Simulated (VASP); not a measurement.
Write the native input for VASP 6.6.1 that does the following.

```
Task                   : single point
Functional             : RPBE
Potentials or basis    : VASP PAW PBE potentials, release 64 (B, N)
Cutoff                 : 600 eV
k mesh                 : 7 × 7 × 7
Occupations            : gaussian, width 0.01 eV
Spin                   : no spin polarisation
Dipole correction      : no
Further INCAR settings : ALGO = Normal; EDIFF = 1e-06; NBANDS = 11
```

The structure of BN lies in POSCAR:

```
BN
1.0
    0.0000000000      1.8075000000      1.8075000000
    1.8075000000      0.0000000000      1.8075000000
    1.8075000000      1.8075000000      0.0000000000
B N
1 1
Direct
    0.0000000000      0.0000000000      0.0000000000
    0.7500000000      0.7500000000      0.7500000000
```

One way to write it, as run:

INCAR

```
PREC     = Accurate       # precision mode
ENCUT    = 600            # plane-wave cutoff, eV
EDIFF    = 1E-6           # SCF threshold, eV
ISMEAR   = 0              # smearing method
SIGMA    = 0.01           # smearing width, eV
LREAL    = F              # projectors in reciprocal space
LASPH    = T              # aspherical terms in the spheres
NELM     = 120            # most SCF steps
ALGO     = Normal         # electronic algorithm
ISIF     = 2              # what is computed and relaxed
LWAVE    = F              # write WAVECAR
LCHARG   = F              # write CHGCAR
GGA      = RP             # functional
NBANDS   = 11             # bands
GGA_COMPAT= F
```

KPOINTS

```
Automatic mesh
0
Gamma
  7 7 7
```

Potentials or basis: VASP PAW PBE potentials, release 64 (B, N).

Command:

```console
$ cat potpaw_PBE.64/B/POTCAR potpaw_PBE.64/N/POTCAR > POTCAR
$ mpirun -np 1 vasp_std > vasp.out
```

It gave:

```json
{"Pressure": "9.0 GPa", "Band gap on the k mesh": "4.74 eV (least direct gap 8.87 eV)"}
```

Caveat: the k points lie up to 0.43 Å⁻¹ apart; the PAW data sets were made with another functional, which shifts forces and pressure a little; an odd mesh through Γ misses points on the zone boundary, where band edges can lie.

Run time: 4.2 s on 1 thread of Intel(R) Xeon(R) Platinum 8488C (Sapphire Rapids) (shared host), peak memory 0.11 GiB.
